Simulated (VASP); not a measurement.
Write the native input for VASP 6.6.1 that does the following.

- Task: relaxation of the atoms
- Functional: RPBE
- Potentials or basis: VASP PAW PBE potentials, release 64 (Mg, Te)
- Cutoff: 520 eV
- k mesh: 2 × 2 × 2
- Occupations: methfessel-paxton, width 0.041 eV
- Spin: collinear spin, zero start
- Starting moments: [0.0, 0.0, 0.0, 0.0] μB
- Dipole correction: no
- Further INCAR settings: ALGO = Normal; EDIFF = 1e-06; IBRION = 2; EDIFFG = -0.005; NSW = 30

The structure of Mg3Te lies in POSCAR:

```
Mg3Te
1.0
   -2.1393600000      2.1393600000      5.2824880000
    2.1393600000     -2.1393600000      5.2824880000
    2.1393600000      2.1393600000     -5.2824880000
Mg Te
3 1
Direct
    0.5000000000      0.5000000000      0.0000000000
    0.7500000000      0.2500000000      0.5000000000
    0.2500000000      0.7500000000      0.5000000000
    0.0000000000      0.0000000000      0.0000000000
```

One way to write it, as run:

INCAR

```
SYSTEM = Mg3Te
  PREC = Accurate
  ENCUT = 520
  EDIFF = 1E-6
  ISMEAR = 1
  SIGMA = 0.041
  LREAL = .False.
  LASPH = .True.
  NELM = 150
  ALGO = Normal
  ISIF = 2
  LWAVE = .False.
  LCHARG = .False.
  ISPIN = 2
  MAGMOM = 0 0 0 0
  LORBIT = 11
  GGA = RP
  IBRION = 2
  NSW = 30
  EDIFFG = -0.005
```

KPOINTS

```
Automatic mesh
0
Gamma
  2 2 2
  0 0 0
```

Potentials or basis: VASP PAW PBE potentials, release 64 (Mg, Te).

Run with:

```console
$ cat potpaw_PBE.64/Mg/POTCAR potpaw_PBE.64/Te/POTCAR > POTCAR
$ mpirun -np 1 vasp_std > vasp.out
```

Results of the run:

```yaml
Pressure_after_relaxing: 3.2 GPa
Band_gap_on_the_k_mesh: zero (filled and empty bands overlap)
Net_moment: 0.00 μB per cell
Valence_electrons_inside_the_program's_atomic_spheres: Mg 0.30, 0.33 (each value once); Te 3.47
```

Caveat: the k points lie up to 0.79 Å⁻¹ apart, too coarse for converged energies and pressures of a metal; the relaxation stopped at its first step, so nothing moved; semilocal functionals underestimate gaps, so a narrow gap can read as zero; the PAW data sets were made with another functional, which shifts forces and pressure a little; spin-orbit coupling is left out, which moves the levels of the heavy elements.

It took 50 s on 1 thread of Intel Xeon 8259CL, on a shared host, peak memory 0.39 GiB.
